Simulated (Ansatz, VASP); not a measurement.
## Na: VASP beside Ansatz

The input INCAR:

```
PREC = Accurate
ENCUT = 520
EDIFF = 1E-7
ISMEAR = -1
SIGMA = 0.05
LREAL = F
LASPH = T
NELM = 100
ALGO = Normal
ISIF = 2
LWAVE = F
LCHARG = F
GGA = PE
NBANDS = 10
```

KPOINTS

```
Automatic mesh
0
Gamma
  12 12 12
```

File POSCAR:

```
Na
1.0
   -2.0763795808      2.0763795808      2.2022000000
    2.0763795808     -2.0763795808      2.2022000000
    2.0763795808      2.0763795808     -2.2022000000
Na
1
Direct
    0.0000000000      0.0000000000      0.0000000000
```

Input for Ansatz:

```yaml
crystal:
  lattice:
    - [-2.0763795808, 2.0763795808, 2.2022]
    - [2.0763795808, -2.0763795808, 2.2022]
    - [2.0763795808, 2.0763795808, -2.2022]
  atoms:
    - { symbol: Na, position: [0.0, 0.0, 0.0] }
kpoints:
  mp_grid: { grid: [12, 12, 12] }
scf:
  occupations: { method: fermi_dirac, width: 0.05 }
hamiltonian:
  xc: pbe
  pseudopotentials: { kind: all_electron, lapw: { basis_error: 0.00025 } }
output:
  forces: true
  stress: true
  eigenvalues: true
```

Change from the starting cell: z stretched by +4 % at fixed volume.

Alike in both runs: task single point; functional PBE; k mesh 12 × 12 × 12; occupations fermi-dirac, width 0.05 eV; no spin polarisation.

```csv
,VASP,Ansatz
version,VASP 6.6.1,Ansatz 0.2.0
potentials or method,"VASP PAW PBE potentials, release 64 (Na_pv), cutoff 520 eV","all-electron LAPW, scalar-relativistic"
```

|  | VASP | Ansatz | Ansatz less VASP |
| --- | --- | --- | --- |
| pressure (GPa) | -0.2 | -0.2 | +0.01 |

Ansatz ran all-electron here, and VASP with PAW potentials.
